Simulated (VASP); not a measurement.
# Pd (C2/c) in VASP: single point with LDA

Aim: the single point of Pd with LDA.

Program: VASP 6.6.1. These are calculated values, not measurements. Logs are shortened: lines on timing, memory, paths and dates and some standing lists are left out, and cuts for length are marked.

**1. The cell of the first run**

The typed cell holds 2 atoms: a = 4.733 Å, b = 4.733 Å, c = 2.665 Å, α = 97.83°, β = 97.83°, γ = 147.91°.

**2. Single point, LDA (13.80 Å³/atom)**

INCAR reads:

```
PREC = Accurate
ENCUT = 520
EDIFF = 1E-7
ISMEAR = -1
SIGMA = 0.1
LREAL = F
LASPH = T
NELM = 60
ALGO = Normal
ISIF = 2
LWAVE = F
LCHARG = F
GGA = CA
NBANDS = 17
```

KPOINTS reads:

```
Automatic mesh
0
Gamma
  23 23 22
```

POSCAR reads:

```
Pd
1.0
   -3.2173303570      3.2157285391      1.3083568364
    3.2157285391     -3.2173303570      1.3083568364
    1.6408814016      1.6408814016     -1.3112905688
Pd
2
Direct
    0.9999725365      0.0000274635      1.0000000000
    0.7500274635      0.2499725365      0.5000000000
```

Potentials or basis: VASP PAW LDA potentials, release 64 (Pd).

Run with:

```bash
cat potpaw_LDA.64/Pd/POTCAR > POTCAR
mpirun -np 1 vasp_std > vasp.out
```

OUTCAR:

```text
PREC = Accurate
   ENCUT = 520
   EDIFF = 1E-7
   ISMEAR = -1
   LREAL = F
   LASPH = T
   NELM = 60
   ISIF = 2
   GGA = CA

 ion  position               nearest neighbor table
   1  1.000  0.000  0.000-   2 2.64   2 2.64   2 2.64   2 2.64   2 3.22   2 3.22   2 3.22   2 3.22

   2  0.750  0.250  0.500-   1 2.64   1 2.64   1 2.64   1 2.64   1 3.22   1 3.22   1 3.22   1 3.22

  Warning from LATTYP: Got some problem with cell dimensions!
  Tried to take original basis but could not verify dimensions!
  LATTYP: Found a base centered monoclinic cell.
 ALAT       =     2.6167146534
 B/A-ratio  =     3.4767715795
 C/A-ratio  =     1.0167576769
 COS(beta)  =    -0.4899018783

  Lattice vectors:

 A1 = (   3.2173303570,  -3.2157285391,  -1.3083568364)
 A2 = (  -3.2157285391,   3.2173303570,  -1.3083568364)
 A3 = (   1.6392795837,   1.6392795837,   1.3054231040)

Analysis of symmetry for initial positions (statically):
=====================================================================
 Subroutine PRICEL returns:
 Original cell was already a primitive cell.

 Routine SETGRP: Setting up the symmetry group for a
 base centered monoclinic supercell.

 Subroutine GETGRP returns: Found  4 space group operations
 (whereof  2 operations were pure point group operations)
 out of a pool of  4 trial point group operations.

The static configuration has the point symmetry C_2 .
 The point group associated with its full space group is C_2h.

Analysis of symmetry for dynamics (positions and initial velocities):
=====================================================================
 Subroutine PRICEL returns:
 Original cell was already a primitive cell.

 Routine SETGRP: Setting up the symmetry group for a
 base centered monoclinic supercell.

 Subroutine GETGRP returns: Found  4 space group operations
 (whereof  2 operations were pure point group operations)
 out of a pool of  4 trial point group operations.

The dynamic configuration has the point symmetry C_2 .
 The point group associated with its full space group is C_2h.

 Subroutine INISYM returns: Found  4 space group operations
 (whereof  2 operations are pure point group operations),
 and found     1 'primitive' translations

----------------------------------------------------------------------------------------

                                     Primitive cell

  volume of cell :      27.6082

  direct lattice vectors                    reciprocal lattice vectors
    -3.217330357  3.215728539  1.308356836     0.075049985  0.230497031  0.382345780
     3.215728539 -3.217330357  1.308356836     0.230497031  0.075049985  0.382345780
     1.640881402  1.640881402 -1.311290569     0.304863420  0.304863420  0.000373243

  length of vectors
     4.733278174  4.733278174  2.665420512     0.452713681  0.452713681  0.431142144

  position of ions in fractional coordinates (direct lattice)
     0.999972537  0.000027463  0.000000000
     0.750027463  0.249972537  0.500000000

  ion indices of the primitive-cell ions
   primitive index   ion index
                 1           1
                 2           2

----------------------------------------------------------------------------------------

 KPOINTS: Automatic mesh

Automatic generation of k-mesh.
 Grid dimensions read from file:
 generate k-points for:   23   23   22

 Generating k-lattice:

  Cartesian coordinates                     Fractional coordinates (reciprocal lattice)
     0.003263043  0.010021610  0.016623730     0.043478261  0.000000000 -0.000000000
     0.010021610  0.003263043  0.016623730     0.000000000  0.043478261 -0.000000000
     0.013857428  0.013857428  0.000016966     0.000000000  0.000000000  0.045454545

  Length of vectors
     0.019683204  0.019683204  0.019597370

  Shift w.r.t. Gamma in fractional coordinates (k-lattice)
     0.000000000  0.000000000  0.000000000

 Subroutine IBZKPT returns following result:
 ===========================================

 Found   3048 irreducible k-points:

 Following reciprocal coordinates:
            Coordinates               Weight
  0.000000  0.000000  0.000000      1.000000
  0.043478  0.000000 -0.000000      4.000000
  0.086957  0.000000  0.000000      4.000000
  0.130435 -0.000000  0.000000      4.000000
  0.173913 -0.000000 -0.000000      4.000000
  0.217391 -0.000000  0.000000      4.000000
[... 16 lines left out ...]
  0.478261  0.043478  0.000000      4.000000
 -0.478261  0.043478  0.000000      4.000000
 [... further k-points ...]
   k-points           NKPTS =   3048   k-points in BZ     NKDIM =   3048   number of bands    NBANDS=     17
   number of dos      NEDOS =    301   number of ions     NIONS =      2
   total plane-waves  NPLWV =  25920
   dimension x,y,z NGX =    36 NGY =   36 NGZ =   20
   dimension x,y,z NGXF=    72 NGYF=   72 NGZF=   40
   ions per type =               2
   NGX,Y,Z   is equivalent  to a cutoff of  12.64, 12.64, 12.47 a.u.
   NGXF,Y,Z  is equivalent  to a cutoff of  25.29, 25.29, 24.95 a.u.
 SYSTEM =  unknown system
   PREC   = accura    normal or accurate (medium, high low for compatibility)
   ISTART =      0    job   : 0-new  1-cont  2-samecut
   ICHARG =      2    charge: 1-file 2-atom 10-const
   ISPIN  =      1    spin polarized calculation?
   LNONCOLLINEAR =      F non collinear calculations
   LSORBIT =      F    spin-orbit coupling
   LASPH  =      T    aspherical Exc in radial PAW
   ENCUT  =  520.0 eV  38.22 Ry    6.18 a.u.   8.80  8.80  4.96*2*pi/ulx,y,z
   NELM   =     60;   NELMIN=  2; NELMDL= -5     # of ELM steps
   EDIFF  = 0.1E-06   stopping-criterion for ELM
   LREAL  =      F    real-space projection
   EDIFFG = 0.1E-05   stopping-criterion for IOM
   NSW    =      0    number of steps for IOM
   IBRION =     -1    ionic relax: 0-MD 1-quasi-New 2-CG
   NFREE  =      0    steps in history (QN), initial steepest desc. (CG)
   ISIF   =      2    stress and relaxation
   ISYM   =      2    0-nonsym 1-usesym 2-fastsym
   POTIM  = 0.5000    time-step for ionic-motion
   TEBEG  =    0.0;   TEEND  =   0.0 temperature during run
   PSTRESS=    0.0 pullay stress
   NELECT =      20.0000    total number of electrons
   NUPDOWN=      -1.0000    fix difference up-down
   EMIN   =  10.00;   EMAX   =-10.00  energy-range for DOS
   EFERMI =   0.00;   METHOD = LEGACY
   ISMEAR =    -1;   SIGMA  =   0.10  broadening in eV -4-tet -1-fermi 0-gaus
   EFERMI_NEDOS =   21; number of points for ismear=-14 and -15
   IALGO  =     38    algorithm
   IMIX   =      4    mixing-type and parameters
     AMIX     =   0.40;   BMIX     =  1.00
     AMIX_MAG =   1.60;   BMIX_MAG =  1.00
  volume/ion in A,a.u.               =      13.80        93.15
  Fermi-wavevector in a.u.,A,eV,Ry     =   1.470298  2.778460 29.412750  2.161776
  Thomas-Fermi vector in A             =   2.585572
   LORBIT       =      0    0 simple, 1 ext, 2 COOP (PROOUT), +10 PAW based schemes
   GGA     = CA    functional components
   LHFCALC =     F    Hartree Fock is set to
   AEXX    =    0.0000 exact exchange contribution
   IVDW    =     0    specifies the selected vdW correction
   LEPSILON=     F    determine dielectric tensor
   LRPA    =     F    only Hartree local field effects (RPA)
 non-spin polarized calculation
  energy-cutoff  :      520.00
  volume of cell :       27.61
 maximum number of plane-waves:       761
   NGX = 17   NGY = 17   NGZ =  9

 number of electron      20.0000000 magnetization

 Free energy of the ion-electron system (eV)
  ---------------------------------------------------
  ext. energy  EPLUGINS =         0.00000000
  ---------------------------------------------------
  free energy    TOTEN  =       -12.84923630 eV

  energy without entropy =      -12.74160732  energy(sigma->0) =      -12.79542181

 E-fermi :  10.8059     XC(G=0): -13.9147

 val. band max:       10.8058141059   @ k =  -0.4783   0.3913   0.0000
 cond. band min:      10.8059639727   @ k =   0.3913   0.1739   0.3182
 fundamental gap:      0.0001498668
 Fermi energy:        10.8058549638

 k-point     1 :       0.0000    0.0000    0.0000
  band No.  band energies     occupation
      1       3.0244      2.00000
      2       4.9087      2.00000
      3       6.8348      2.00000
      4       7.4750      2.00000
      5       8.0243      2.00000
      6       8.0333      2.00000
[... 9 lines left out ...]
     16      29.9900      0.00000
     17      34.3809      0.00000

 k-point     2 :       0.0435    0.0000   -0.0000
  band No.  band energies     occupation
      1       3.0975      2.00000
      2       4.9620      2.00000
      3       6.8616      2.00000
      4       7.5077      2.00000
      5       8.0017      2.00000
      6       8.0083      2.00000
[... 9 lines left out ...]
     16      30.0297      0.00000
     17      33.9090      0.00000

 k-point     3 :       0.0870    0.0000    0.0000
  band No.  band energies     occupation
      1       3.3119      2.00000
      2       5.1141      2.00000
      3       6.9360      2.00000
      4       7.5683      2.00000
      5       7.8902      2.00000
      6       7.9821      2.00000
[... 9 lines left out ...]
     16      30.0762      0.00000
     17      32.7250      0.00000

 k-point     4 :       0.1304   -0.0000    0.0000
  band No.  band energies     occupation
      1       3.6519      2.00000
      2       5.3381      2.00000
      3       7.0311      2.00000
      4       7.5519      2.00000
      5       7.6866      2.00000
      6       8.0930      2.00000
[... 9 lines left out ...]
     16      29.8887      0.00000
     17      31.4442      0.00000

 k-point     5 :       0.1739   -0.0000   -0.0000
  band No.  band energies     occupation
      1       4.0846      2.00000
      2       5.5773      2.00000
      3       7.0648      2.00000
      4       7.3879      2.00000
      5       7.4882      2.00000
      6       8.0162      2.00000
[... 9 lines left out ...]
     16      29.9657      0.00000
     17      30.4911      0.00000

 k-point     6 :       0.2174   -0.0000    0.0000
  band No.  band energies     occupation
      1       4.5475      2.00000
      2       5.7380      2.00000
      3       6.8538      2.00000
      4       7.1877      2.00000
      5       7.4007      2.00000
      6       8.0972      2.00000
[... 9 lines left out ...]
     16      29.7480      0.00000
     17      30.1263      0.00000

 k-point     7 :       0.2609   -0.0000    0.0000
  band No.  band energies     occupation
      1       4.9378      2.00000
      2       5.7446      2.00000
      3       6.4700      2.00000
      4       7.1217      2.00000
      5       7.4692      2.00000
      6       8.4440      2.00000
[... 9 lines left out ...]
     16      28.8885      0.00000
     17      30.0534      0.00000

 k-point     8 :       0.3043   -0.0000    0.0000
  band No.  band energies     occupation
      1       5.1549      2.00000
      2       5.6284      2.00000
      3       6.1224      2.00000
      4       7.0327      2.00000
      5       7.7964      2.00000
      6       8.5630      2.00000
[... 9 lines left out ...]
     16      28.0017      0.00000
     17      29.6835      0.00000
[... 203 lines left out ...]
      1       5.1543      2.00000
      2       5.4655      2.00000
      3       5.9205      2.00000
      4       7.0189      2.00000
      5       8.0031      2.00000
      6       8.5061      2.00000
[... 9 lines left out ...]
     16      27.1369      0.00000
     17      29.3687      0.00000

 k-point    20 :       0.3478    0.0435   -0.0000
  band No.  band energies     occupation
      1       5.1047      2.00000
      2       5.3182      2.00000
      3       5.7130      2.00000
      4       6.9469      2.00000
      5       8.2919      2.00000
      6       8.5074      2.00000
[... 9 lines left out ...]
     16      26.5012      0.00000
     17      28.8330      0.00000

 k-point    21 :       0.3913    0.0435   -0.0000
  band No.  band energies     occupation
      1       5.0501      2.00000
      2       5.2083      2.00000
      3       5.5572      2.00000
      4       6.8819      2.00000
      5       8.3092      2.00000
      6       8.7547      2.00000
[... 9 lines left out ...]
     16      26.0720      0.00000
     17      28.3957      0.00000

 k-point    22 :       0.4348    0.0435   -0.0000
  band No.  band energies     occupation
      1       5.0315      2.00000
      2       5.1483      2.00000
      3       5.4575      2.00000
      4       6.8356      2.00000
      5       8.2831      2.00000
      6       9.0111      2.00000
[... 9 lines left out ...]
     16      25.8900      0.00000
     17      28.1166      0.00000

 k-point    23 :       0.4783    0.0435    0.0000
  band No.  band energies     occupation
      1       5.0644      2.00000
      2       5.1382      2.00000
      3       5.4230      2.00000
      4       6.8154      2.00000
      5       8.2840      2.00000
      6       9.1924      2.00000
[... 9 lines left out ...]
     16      25.9424      0.00000
     17      28.0438      0.00000

 k-point    24 :      -0.4783    0.0435    0.0000
  band No.  band energies     occupation
      1       5.1503      2.00000
      2       5.1686      2.00000
      3       5.4636      2.00000
      4       6.8233      2.00000
      5       8.3183      2.00000
      6       9.2424      2.00000
[... 9 lines left out ...]
     16      26.1788      0.00000
     17      28.2126      0.00000

 [... further k-points ...]

------------------------ aborting loop because EDIFF is reached ----------------------------------------

  FORCE on cell =-STRESS in cart. coord.  units (eV):
  Direction    XX          YY          ZZ          XY          YZ          ZX
  --------------------------------------------------------------------------------------
  -------------------------------------------------------------------------------------
  Total        1.7617543      1.7617543      1.7744844      0.0793077      0.0240016      0.0240016
  in kB      102.2392143    102.2392143    102.9779736      4.6024332      1.3928764      1.3928769
  external PRESSURE =     102.4854674 kB  Pullay stress =       0.0000000 kB

 VOLUME and BASIS-vectors are now :
 -----------------------------------------------------------------------------
  energy-cutoff  :      520.00
  volume of cell :       27.61
      direct lattice vectors                 reciprocal lattice vectors
    -3.217330357  3.215728539  1.308356836     0.075049985  0.230497031  0.382345780
     3.215728539 -3.217330357  1.308356836     0.230497031  0.075049985  0.382345780
     1.640881402  1.640881402 -1.311290569     0.304863420  0.304863420  0.000373243

 POSITION                                       TOTAL-FORCE (eV/Angst)
 -----------------------------------------------------------------------------------
     -3.21715      3.21555      1.30836         0.001220     -0.001220      0.000000
     -0.78880      2.42808      0.65271        -0.001220      0.001220     -0.000000
 -----------------------------------------------------------------------------------
    total drift:                                0.000000     -0.000000     -0.000000

  FREE ENERGIE OF THE ION-ELECTRON SYSTEM (eV)
  ---------------------------------------------------
  free  energy   TOTEN  =       -12.8492363014 eV

  energy  without entropy=      -12.7416073177  energy(sigma->0) =      -12.79542181
```

It took 37 min on 1 thread of Oxide Virtual Turin-like, shared host; peak memory 1.1 GiB.

What came out:

- Free energy: -12.8492 eV
- Pressure: 10.2 GPa
- Band gap on the k mesh: zero (bands 10 and 11 overlap by 1.38 eV)

Stress tensor (GPa, compression positive):
```
10.22  0.46  0.14
 0.46 10.22  0.14
 0.14  0.14 10.30
```

Levels at points of the mesh, in eV from the Fermi level:
```csv
k point,band 8,band 9,band 10,band 11,band 12,band 13
"(0.00, 0.00, 0.00)",-2.15,-0.98,-0.93,-0.02,0.32,7.09
"(0.00, 0.00, 0.50)",-0.96,0.20,0.20,3.67,3.67,11.49
```

Caveat: the cell stands under pressure.
